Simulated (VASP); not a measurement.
# BAs (I-4m2) in VASP: notebook

The runs below take BAs through single point, with r2SCAN.

All numbers are computed with VASP 6.6.1; they aren't measurements. Logs are shortened: lines on timing, memory, paths and dates and some standing lists are left out, and cuts for length are marked.

### 1 The cell of the first run

Symmetry: I-4m2, No. 119, tetragonal system. The conventional cell has a = 3.108 Å, b = 3.108 Å, c = 4.968 Å, α = 90.00°, β = 90.00°, γ = 90.00°. B (site symmetry -4m2) has 4 As at 1.99 Å within 2.6 Å. Within 2.6 Å of As (site symmetry -4m2) lie 4 B at 1.99 Å.

### 2 Single point, r2SCAN (strain -0.080 along x and y, +0.040 along z)

File POSCAR:

```
BAs
1.0
    0.0000000000      2.1974200000      2.4840400000
    2.1974200000      0.0000000000      2.4840400000
    2.1974200000      2.1974200000      0.0000000000
B As
1 1
Direct
    0.0000000000      0.0000000000      0.0000000000
    0.7500000000      0.7500000000      0.7500000000
```

File INCAR.step1:

```
  PREC = Accurate
  ENCUT = 520
  ISMEAR = 0
  SIGMA = 0.05
  LREAL = False
  LASPH = True
  NELM = 60
  NBANDS = 11
  GGA = PE
  ALGO = Normal
  EDIFF = 1E-4
  LWAVE = True
  LCHARG = False
```

File INCAR.step2:

```
  PREC = Accurate
  ENCUT = 520
  EDIFF = 1E-6
  ISMEAR = 0
  SIGMA = 0.05
  LREAL = False
  LASPH = True
  NELM = 60
  ALGO = Normal
  ISIF = 2
  LWAVE = False
  LCHARG = False
  METAGGA = R2SCAN
  LMIXTAU = True
  NBANDS = 11
  ISTART = 1
```

File KPOINTS:

```
Automatic mesh
0
Gamma
  10 10 10
```

Potentials or basis: VASP PAW PBE potentials, release 64 (B, As).

Run with:

```bash
> cat potpaw_PBE.64/B/POTCAR potpaw_PBE.64/As/POTCAR > POTCAR
> cp INCAR.step1 INCAR
> mpirun -np 1 vasp_std > vasp.out
> cp INCAR.step2 INCAR
> mpirun -np 1 vasp_std > vasp.out
```

OUTCAR:

```text
PREC = Accurate
   ENCUT = 520
   EDIFF = 1E-6
   ISMEAR = 0
   LREAL = False
   LASPH = True
   NELM = 60
   ISIF = 2
   METAGGA = R2SCAN
   ISTART = 1

 ion  position               nearest neighbor table
   1  0.000  0.000  0.000-   2 1.99   2 1.99   2 1.99   2 1.99
   2  0.750  0.750  0.750-   1 1.99   1 1.99   1 1.99   1 1.99

  LATTYP: Found a body centered tetragonal cell.
 ALAT       =     3.1076211662
 C/A-ratio  =     1.5986762009

  Lattice vectors:

 A1 = (  -2.1974200000,   0.0000000000,   2.4840400000)
 A2 = (   2.1974200000,   0.0000000000,   2.4840400000)
 A3 = (   0.0000000000,   2.1974200000,  -2.4840400000)

Analysis of symmetry for initial positions (statically):
=====================================================================
 Subroutine PRICEL returns:
 Original cell was already a primitive cell.

 Routine SETGRP: Setting up the symmetry group for a
 body centered tetragonal supercell.

 Subroutine GETGRP returns: Found  8 space group operations
 (whereof  8 operations were pure point group operations)
 out of a pool of 16 trial point group operations.

The static configuration has the point symmetry D_2d.

Analysis of symmetry for dynamics (positions and initial velocities):
=====================================================================
 Subroutine PRICEL returns:
 Original cell was already a primitive cell.

 Routine SETGRP: Setting up the symmetry group for a
 body centered tetragonal supercell.

 Subroutine GETGRP returns: Found  8 space group operations
 (whereof  8 operations were pure point group operations)
 out of a pool of 16 trial point group operations.

The dynamic configuration has the point symmetry D_2d.

 Subroutine INISYM returns: Found  8 space group operations
 (whereof  8 operations are pure point group operations),
 and found     1 'primitive' translations

----------------------------------------------------------------------------------------

                                     Primitive cell

  volume of cell :      23.9891

  direct lattice vectors                    reciprocal lattice vectors
     0.000000000  2.197420000  2.484040000    -0.227539569  0.227539569  0.201285003
     2.197420000  0.000000000  2.484040000     0.227539569 -0.227539569  0.201285003
     2.197420000  2.197420000  0.000000000     0.227539569  0.227539569 -0.201285003

  length of vectors
     3.316490521  3.316490521  3.107621166     0.379557853  0.379557853  0.379557853

  position of ions in fractional coordinates (direct lattice)
     0.000000000  0.000000000  0.000000000
     0.750000000  0.750000000  0.750000000

  ion indices of the primitive-cell ions
   primitive index   ion index
                 1           1
                 2           2

----------------------------------------------------------------------------------------

 KPOINTS: Automatic mesh

Automatic generation of k-mesh.
 Grid dimensions read from file:
 generate k-points for:   10   10   10

 Generating k-lattice:

  Cartesian coordinates                     Fractional coordinates (reciprocal lattice)
    -0.022753957  0.022753957  0.020128500     0.100000000 -0.000000000  0.000000000
     0.022753957 -0.022753957  0.020128500    -0.000000000  0.100000000  0.000000000
     0.022753957  0.022753957 -0.020128500     0.000000000  0.000000000  0.100000000

  Length of vectors
     0.037955785  0.037955785  0.037955785

  Shift w.r.t. Gamma in fractional coordinates (k-lattice)
     0.000000000  0.000000000  0.000000000

 Subroutine IBZKPT returns following result:
 ===========================================

 Found    102 irreducible k-points:

 Following reciprocal coordinates:
            Coordinates               Weight
  0.000000  0.000000  0.000000      1.000000
  0.100000  0.000000  0.000000      8.000000
  0.200000  0.000000  0.000000      8.000000
  0.300000  0.000000  0.000000      8.000000
  0.400000  0.000000  0.000000      8.000000
  0.500000  0.000000  0.000000      4.000000
[... 16 lines left out ...]
  0.300000  0.300000  0.000000      2.000000
  0.400000  0.300000  0.000000      8.000000
 [... further k-points ...]
   k-points           NKPTS =    102   k-points in BZ     NKDIM =    102   number of bands    NBANDS=     11
   number of dos      NEDOS =    301   number of ions     NIONS =      2
   total plane-waves  NPLWV =  18816
   dimension x,y,z NGX =    28 NGY =   28 NGZ =   24
   dimension x,y,z NGXF=    56 NGYF=   56 NGZF=   48
   ions per type =               1   1
   NGX,Y,Z   is equivalent  to a cutoff of  14.04, 14.04, 12.84 a.u.
   NGXF,Y,Z  is equivalent  to a cutoff of  28.07, 28.07, 25.68 a.u.
 SYSTEM =  unknown system
   PREC   = accura    normal or accurate (medium, high low for compatibility)
   ISTART =      1    job   : 0-new  1-cont  2-samecut
   ICHARG =      0    charge: 1-file 2-atom 10-const
   ISPIN  =      1    spin polarized calculation?
   LNONCOLLINEAR =      F non collinear calculations
   LSORBIT =      F    spin-orbit coupling
   LASPH  =      T    aspherical Exc in radial PAW
   ENCUT  =  520.0 eV  38.22 Ry    6.18 a.u.   6.17  6.17  5.78*2*pi/ulx,y,z
   NELM   =     60;   NELMIN=  2; NELMDL=  0     # of ELM steps
   EDIFF  = 0.1E-05   stopping-criterion for ELM
   LREAL  =      F    real-space projection
   EDIFFG = 0.1E-04   stopping-criterion for IOM
   NSW    =      0    number of steps for IOM
   IBRION =     -1    ionic relax: 0-MD 1-quasi-New 2-CG
   NFREE  =      0    steps in history (QN), initial steepest desc. (CG)
   ISIF   =      2    stress and relaxation
   ISYM   =      2    0-nonsym 1-usesym 2-fastsym
   POTIM  = 0.5000    time-step for ionic-motion
   TEBEG  =    0.0;   TEEND  =   0.0 temperature during run
   PSTRESS=    0.0 pullay stress
   NELECT =       8.0000    total number of electrons
   NUPDOWN=      -1.0000    fix difference up-down
   EMIN   =  10.00;   EMAX   =-10.00  energy-range for DOS
   EFERMI =   0.00;   METHOD = LEGACY
   ISMEAR =     0;   SIGMA  =   0.05  broadening in eV -4-tet -1-fermi 0-gaus
   EFERMI_NEDOS =   21; number of points for ismear=-14 and -15
   IALGO  =     38    algorithm
   IMIX   =      4    mixing-type and parameters
     AMIX     =   0.40;   BMIX     =  1.00
     AMIX_MAG =   1.60;   BMIX_MAG =  1.00
  volume/ion in A,a.u.               =      11.99        80.94
  Fermi-wavevector in a.u.,A,eV,Ry     =   1.135272  2.145353 17.535766  1.288842
  Thomas-Fermi vector in A             =   2.271977
   LORBIT       =      0    0 simple, 1 ext, 2 COOP (PROOUT), +10 PAW based schemes
   METAGGA = R2SCAN    functional components
   LHFCALC =     F    Hartree Fock is set to
   AEXX    =    0.0000 exact exchange contribution
   IVDW    =     0    specifies the selected vdW correction
   LEPSILON=     F    determine dielectric tensor
   LRPA    =     F    only Hartree local field effects (RPA)
 non-spin polarized calculation
 Gauss-broadening in eV      SIGMA  =   0.05
  energy-cutoff  :      520.00
  volume of cell :       23.99
 maximum number of plane-waves:       660
 NGX is ok and might be reduce to    28
   NGX = 13   NGY = 13   NGZ = 11

 number of electron       8.0000000 magnetization

 Free energy of the ion-electron system (eV)
  ---------------------------------------------------
  ext. energy  EPLUGINS =         0.00000000
  ---------------------------------------------------
  free energy    TOTEN  =       -21.80563256 eV

  energy without entropy =      -21.80562422  energy(sigma->0) =      -21.80562839

 E-fermi :   8.1455     XC(G=0): -11.7340

 val. band max:        8.0641680237   @ k =   0.0000   0.0000   0.0000
 cond. band min:       8.2357555337   @ k =   0.4000   0.0000   0.4000
 fundamental gap:      0.1715875100
 Fermi energy:         8.1455128245

 k-point     1 :       0.0000    0.0000    0.0000
  band No.  band energies     occupation
      1      -9.8921      2.00000
      2       6.4951      2.00000
      3       8.0642      1.97862
      4       8.0642      1.97860
      5      10.9741      0.00000
      6      10.9741      0.00000
      7      11.8107      0.00000
      8      14.1467      0.00000
      9      18.7403      0.00000
     10      19.2803      0.00000
     11      20.7906      0.00000

 k-point     2 :       0.1000    0.0000    0.0000
  band No.  band energies     occupation
      1      -9.6977      2.00000
      2       5.6534      2.00000
      3       6.9486      2.00000
      4       7.7344      2.00000
      5      11.1080      0.00000
      6      11.4899      0.00000
      7      12.4378      0.00000
      8      14.8323      0.00000
      9      18.5183      0.00000
     10      19.5756      0.00000
     11      21.8832      0.00000

 k-point     3 :       0.2000    0.0000    0.0000
  band No.  band energies     occupation
      1      -9.1217      2.00000
      2       3.2464      2.00000
      3       5.8726      2.00000
      4       7.1609      2.00000
      5      10.9302      0.00000
      6      12.4852      0.00000
      7      13.1323      0.00000
      8      16.2831      0.00000
      9      18.4749      0.00000
     10      20.5276      0.00000
     11      20.9767      0.00000

 k-point     4 :       0.3000    0.0000    0.0000
  band No.  band energies     occupation
      1      -8.1966      2.00000
      2       0.6242      2.00000
      3       5.1090      2.00000
      4       6.6961      2.00000
      5      10.5338      0.00000
      6      13.2174      0.00000
      7      13.4156      0.00000
      8      17.4244      0.00000
      9      19.3991      0.00000
     10      20.4165      0.00000
     11      21.7925      0.00000
[... 239 lines left out ...]
 k-point    22 :      -0.2000    0.2000    0.0000
  band No.  band energies     occupation
      1      -7.7461      2.00000
      2       1.0383      2.00000
      3       2.1276      2.00000
      4       6.9673      2.00000
      5      12.7449      0.00000
      6      13.2942      0.00000
      7      14.0430      0.00000
      8      15.4518      0.00000
      9      18.7227      0.00000
     10      21.6052      0.00000
     11      22.7688      0.00000

 k-point    23 :       0.3000    0.3000    0.0000
  band No.  band energies     occupation
      1      -7.9603      2.00000
      2       0.7121      2.00000
      3       4.5471      2.00000
      4       4.5471      2.00000
      5      10.2154      0.00000
      6      12.1417      0.00000
      7      17.2426      0.00000
      8      17.2426      0.00000
      9      19.4244      0.00000
     10      24.3196      0.00000
     11      25.5427      0.00000

 k-point    24 :       0.4000    0.3000    0.0000
  band No.  band energies     occupation
      1      -7.1752      2.00000
      2      -0.5118      2.00000
      3       3.3350      2.00000
      4       4.2619      2.00000
      5      10.5711      0.00000
      6      12.2790      0.00000
      7      17.6037      0.00000
      8      18.1426      0.00000
      9      20.6883      0.00000
     10      25.3257      0.00000
     11      25.7259      0.00000

 [... further k-points ...]
[... 5 lines left out ...]
  --------------------------------------------------------------------------------------
  -------------------------------------------------------------------------------------
  Total        5.5134950      5.5134950      0.0439404      0.0000000      0.0000000      0.0000000
  in kB      368.2331139    368.2331139      2.9346767      0.0000000      0.0000000      0.0000000
  external PRESSURE =     246.4669682 kB  Pullay stress =       0.0000000 kB

 VOLUME and BASIS-vectors are now :
 -----------------------------------------------------------------------------
  energy-cutoff  :      520.00
  volume of cell :       23.99
      direct lattice vectors                 reciprocal lattice vectors
     0.000000000  2.197420000  2.484040000    -0.227539569  0.227539569  0.201285003
     2.197420000  0.000000000  2.484040000     0.227539569 -0.227539569  0.201285003
     2.197420000  2.197420000  0.000000000     0.227539569  0.227539569 -0.201285003

 POSITION                                       TOTAL-FORCE (eV/Angst)
 -----------------------------------------------------------------------------------
      0.00000      0.00000      0.00000        -0.000000     -0.000000     -0.000000
      3.29613      3.29613      3.72606         0.000000      0.000000      0.000000
 -----------------------------------------------------------------------------------
    total drift:                                0.000023      0.000023     -0.000028

  FREE ENERGIE OF THE ION-ELECTRON SYSTEM (eV)
  ---------------------------------------------------
  free  energy   TOTEN  =       -21.8056325555 eV

  energy  without entropy=      -21.8056242158  energy(sigma->0) =      -21.80562839
```

Wall time 46 s (1 thread of Intel Xeon 6975P-C (Granite Rapids), shared host); peak memory 0.17 GiB.

Results:

* Free energy: -21.8056 eV
* Pressure: 24.6 GPa
* Band gap on the k mesh: 0.17 eV, indirect (least direct gap 2.91 eV)

Stress tensor (GPa, compression positive):
```
36.82  0.00  0.00
 0.00 36.82  0.00
 0.00  0.00  0.29
```

Levels at points of the mesh, in eV from the valence-band top:
```tsv
k point	band 1	band 2	band 3	band 4	band 5	band 6	band 7	band 8	band 9
(0.00, 0.00, 0.00)	-17.96	-1.57	0.00	0.00	2.91	2.91	3.75	6.08	10.68
(0.50, 0.00, 0.00)	-14.39	-10.77	-3.60	-1.74	2.03	5.34	5.38	9.52	13.65
(0.50, 0.50, 0.00)	-13.62	-11.09	-4.44	-4.44	2.00	2.38	12.82	12.82	13.48
(0.50, 0.00, 0.50)	-12.31	-9.96	-5.92	-5.65	0.46	0.48	11.16	13.20	14.18
```

Caveat: the cell differs from its parent crystal (strain -0.080 along x and y, +0.040 along z); the PAW data sets were made with another functional, which shifts forces and pressure a little. A k mesh can miss the band edges.

### 3 Single point, r2SCAN (strain -0.080 along x and y, +0.080 along z)

File POSCAR:

```
BAs
1.0
    0.0000000000      2.1974200000      2.5795800000
    2.1974200000      0.0000000000      2.5795800000
    2.1974200000      2.1974200000      0.0000000000
B As
1 1
Direct
    0.0000000000      0.0000000000      0.0000000000
    0.7500000000      0.7500000000      0.7500000000
```

File INCAR.step1:

```
SYSTEM = BAs
PREC     = Accurate       ! precision mode
ENCUT    = 520            ! plane-wave cutoff, eV
ISMEAR   = 0              ! smearing method
SIGMA    = 0.05           ! smearing width, eV
LREAL    = .False.        ! projectors in reciprocal space
LASPH    = .True.         ! aspherical terms in the spheres
NELM     = 60             ! most SCF steps
NBANDS   = 11             ! bands
GGA      = PE             ! functional
ALGO     = Normal         ! electronic algorithm
EDIFF    = 1E-4           ! SCF threshold, eV
LWAVE    = .True.         ! write WAVECAR
LCHARG   = .False.        ! write CHGCAR
```

File INCAR.step2:

```
SYSTEM = BAs
PREC     = Accurate       ! precision mode
ENCUT    = 520            ! plane-wave cutoff, eV
EDIFF    = 1E-6           ! SCF threshold, eV
ISMEAR   = 0              ! smearing method
SIGMA    = 0.05           ! smearing width, eV
LREAL    = .False.        ! projectors in reciprocal space
LASPH    = .True.         ! aspherical terms in the spheres
NELM     = 60             ! most SCF steps
ALGO     = Normal         ! electronic algorithm
ISIF     = 2              ! what is computed and relaxed
LWAVE    = .False.        ! write WAVECAR
LCHARG   = .True.         ! write CHGCAR
METAGGA  = R2SCAN         ! meta-GGA
LMIXTAU  = .True.       
LELF     = .True.         ! ELF
LVHAR    = .True.       
NBANDS   = 11             ! bands
ISTART   = 1
```

File KPOINTS:

```
Automatic mesh
0
Gamma
  10 10 10
  0 0 0
```

Potentials or basis: VASP PAW PBE potentials, release 64 (B, As).

Run with:

```bash
> cat potpaw_PBE.64/B/POTCAR potpaw_PBE.64/As/POTCAR > POTCAR
> cp INCAR.step1 INCAR
> mpirun -np 1 vasp_std > vasp.out
> cp INCAR.step2 INCAR
> mpirun -np 1 vasp_std > vasp.out
```

It took 47 s on 1 thread of Intel Xeon 6975P-C (Granite Rapids), shared host; peak memory 0.17 GiB.

The run converged. Its results:

```
Free energy            : -21.7607 eV
Pressure               : 16.3 GPa
Band gap on the k mesh : zero (band 4 reaches 7.79 eV, above the bottom of band 5 at 7.71 eV)
```

Stress tensor (GPa, compression positive):
```
 32.33   0.00   0.00
  0.00  32.33   0.00
  0.00   0.00 -15.65
```

Levels at points of the mesh, in eV from the Fermi level:
| k point | band 1 | band 2 | band 3 | band 4 | band 5 | band 6 | band 7 | band 8 |
| --- | --- | --- | --- | --- | --- | --- | --- | --- |
| (0.00, 0.00, 0.00) | -17.66 | -2.01 | 0.08 | 0.08 | 2.75 | 2.75 | 3.82 | 5.17 |
| (0.50, 0.00, 0.00) | -14.23 | -10.53 | -3.87 | -1.47 | 1.32 | 5.36 | 5.54 | 9.45 |
| (0.50, 0.50, 0.00) | -13.74 | -11.10 | -4.07 | -4.07 | 2.29 | 2.69 | 12.18 | 12.18 |
| (0.50, 0.00, 0.50) | -12.10 | -9.69 | -5.94 | -5.59 | 0.29 | 0.33 | 10.17 | 12.30 |

Caveat: the cell differs from its parent crystal (strain -0.080 along x and y, +0.080 along z); the PAW data sets were made with another functional, which shifts forces and pressure a little.

### 4 Single point, r2SCAN (strain +0.000 along x and y, -0.080 along z)

File POSCAR:

```
BAs
1.0
    0.0000000000      2.3885000000      2.1974200000
    2.3885000000      0.0000000000      2.1974200000
    2.3885000000      2.3885000000      0.0000000000
B As
1 1
Direct
    0.0000000000      0.0000000000      0.0000000000
    0.7500000000      0.7500000000      0.7500000000
```

File INCAR.step1:

```
ALGO = Normal
EDIFF = 1E-4
ENCUT = 520
GGA = PE
ISMEAR = 0
LASPH = T
LCHARG = F
LREAL = F
LWAVE = T
NBANDS = 11
NELM = 60
PREC = Accurate
SIGMA = 0.05
```

File INCAR.step2:

```
ALGO = Normal
EDIFF = 1E-7
ENCUT = 520
ISIF = 2
ISMEAR = 0
ISTART = 1
LASPH = T
LCHARG = F
LMIXTAU = T
LREAL = F
LWAVE = F
METAGGA = R2SCAN
NBANDS = 11
NELM = 60
PREC = Accurate
SIGMA = 0.05
```

File KPOINTS:

```
k-points
0
Gamma
  10 10 10
```

Run with:

```bash
> cat potpaw_PBE.64/B/POTCAR potpaw_PBE.64/As/POTCAR > POTCAR
> cp INCAR.step1 INCAR
> mpirun -np 1 vasp_std > vasp.out
> cp INCAR.step2 INCAR
> mpirun -np 1 vasp_std > vasp.out
```

Wall time 35 s (1 thread of Intel Xeon 6975P-C (Granite Rapids), shared host); peak memory 0.17 GiB.

Results (log left out):

```yaml
Free_energy: -22.0727 eV
Pressure: 15.1 GPa
Band_gap_on_the_k_mesh: zero (band 4 reaches 7.54 eV, above the bottom of band 5 at 7.47 eV)
```

Stress tensor (GPa, compression positive):
```
 9.38  0.00  0.00
 0.00  9.38  0.00
 0.00  0.00 26.46
```

Levels at points of the mesh, in eV from the Fermi level:
```csv
k point,band 2,band 3,band 4,band 5,band 6,band 7
"(0.00, 0.00, 0.00)",-0.75,-0.75,0.07,2.71,3.32,3.32
"(0.50, 0.00, 0.00)",-10.37,-3.09,-2.05,2.58,4.26,5.54
"(0.50, 0.50, 0.00)",-9.51,-5.73,-5.73,0.33,0.36,12.50
"(0.50, 0.00, 0.50)",-10.29,-4.90,-4.76,1.41,1.57,11.55
```

Caveat: the cell differs from its parent crystal (strain +0.000 along x and y, -0.080 along z); the PAW data sets were made with another functional, which shifts forces and pressure a little.

### 5 Overview

```tsv
cell	gap on the mesh (eV)	pressure (GPa)
a = 3.316, b = 3.316, c = 3.108 Å, angles 62.1, 62.1, 55.9°, 2 atoms	0.17	24.6
a = 3.389, b = 3.389, c = 3.108 Å, angles 62.7, 62.7, 54.6°, 2 atoms	none	16.3
a = 3.246, b = 3.246, c = 3.378 Å, angles 58.6, 58.6, 62.7°, 2 atoms	none	15.1
```

Alike in all rows: task single point; level r2SCAN; potentials or basis VASP PAW PBE potentials, release 64 (B, As); no spin polarisation; k mesh 10 × 10 × 10; cutoff (eV) 520; smearing gaussian 0.05 eV.

Caveats: the PAW data sets were made with another functional, which shifts forces and pressure a little.

Total energies depend on the potentials used, so only differences within one code and one set of settings carry meaning.
